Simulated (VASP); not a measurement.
Input of a VASP 6.6.1 run:

The input INCAR:

```
SYSTEM = Na17F15
PREC     = Accurate       ! precision mode
ENCUT    = 520            ! plane-wave cutoff, eV
EDIFF    = 1E-6           ! SCF threshold, eV
ISMEAR   = 0              ! smearing method
SIGMA    = 0.01           ! smearing width, eV
LREAL    = Auto         
LASPH    = .TRUE.         ! aspherical terms in the spheres
NELM     = 80             ! most SCF steps
ALGO     = Normal         ! electronic algorithm
ISIF     = 2              ! what is computed and relaxed
LWAVE    = .FALSE.        ! write WAVECAR
LCHARG   = .FALSE.        ! write CHGCAR
GGA      = PE             ! functional
NBANDS   = 134            ! bands
NELECT   = 226.0
```

Contents of KPOINTS:

```
Automatic mesh
0
Gamma
  2 2 2
  0.5 0.5 0.5
```

File POSCAR:

```
Na17F15
1.0
   -4.6999823628      4.6999823628      4.6999823628
    4.6999823628     -4.6999823628      4.6999823628
    4.6999823628      4.6999823628     -4.6999823628
Na F
17 15
Direct
    0.0000000000      0.2500000000      0.7500000000
    0.0000000000      0.5000000000      0.5000000000
    0.0000000000      0.7500000000      0.2500000000
    0.2500000000      0.0000000000      0.7500000000
    0.0000000000      0.0000000000      0.0000000000
    0.2500000000      0.2500000000      0.5000000000
    0.2247031743      0.4747031743      0.2500000000
    0.5000000000      0.7500000000      0.7500000000
    0.2247031743      0.7500000000     -0.0252968257
    0.5000000000      0.0252968257      0.5252968257
    0.5000000000      0.2500000000      0.2500000000
    0.7500000000      0.5000000000      0.7500000000
    0.5000000000      0.4747031743     -0.0252968257
    0.7752968257      0.7500000000      0.5252968257
    0.7752968257      0.0252968257      0.2500000000
    0.7500000000      0.2500000000      0.0000000000
    0.5000000000      0.7500000000      0.2500000000
    0.5000000000      0.0088879685     -0.0088879685
    0.5000000000      0.2500000000      0.7500000000
    0.7588879685      0.4911120315      0.2500000000
    0.5000000000      0.4911120315      0.5088879685
    0.7588879685      0.7500000000     -0.0088879685
    0.7588879685      0.0088879685      0.7677759369
    0.0000000000      0.2500000000      0.2500000000
    0.7588879685      0.2677759369      0.5088879685
   -0.0177759369      0.4911120315     -0.0088879685
    0.0000000000      0.7500000000      0.7500000000
    0.2411120315      0.0088879685      0.2500000000
    0.0177759369      0.0088879685      0.5088879685
    0.2411120315      0.2322240631     -0.0088879685
    0.2411120315      0.4911120315      0.7322240631
    0.2411120315      0.7500000000      0.5088879685
```

Potentials or basis: VASP PAW PBE potentials, release 64 (Na_pv, F).

The run is started by

```sh
$ cat potpaw_PBE.64/Na_pv/POTCAR potpaw_PBE.64/F/POTCAR > POTCAR
$ mpirun -np 1 vasp_std > vasp.out
```

Q: Predict the largest force.

A: 0.025 eV/Å.

Forces in eV/Å, atoms in the order of the input:
```
Na   0.000  0.000  0.000
Na   0.000  0.000  0.000
Na   0.000  0.000  0.000
Na   0.000  0.000  0.000
Na   0.000  0.000  0.000
Na   0.000  0.000  0.000
Na   0.000  0.000  0.025
Na   0.000  0.000  0.000
Na   0.000  0.025  0.000
Na  -0.025  0.000  0.000
Na   0.000  0.000  0.000
Na   0.000  0.000  0.000
Na   0.025  0.000  0.000
Na   0.000 -0.025  0.000
Na   0.000  0.000 -0.025
Na   0.000  0.000  0.000
Na   0.000  0.000  0.000
F    0.000  0.009 -0.009
F    0.000  0.000  0.000
F    0.009 -0.009  0.000
F    0.000 -0.009  0.009
F    0.009  0.000 -0.009
F   -0.009 -0.009  0.000
F    0.000  0.000  0.000
F   -0.009  0.000 -0.009
F    0.000  0.009  0.009
F    0.000  0.000  0.000
F   -0.009  0.009  0.000
F    0.000 -0.009 -0.009
F    0.009  0.000  0.009
F    0.009  0.009  0.000
F   -0.009  0.000  0.009
```

Caveat: the k points lie up to 0.47 Å⁻¹ apart; the cell carries a net charge on a neutralising background, which shifts energy and pressure.
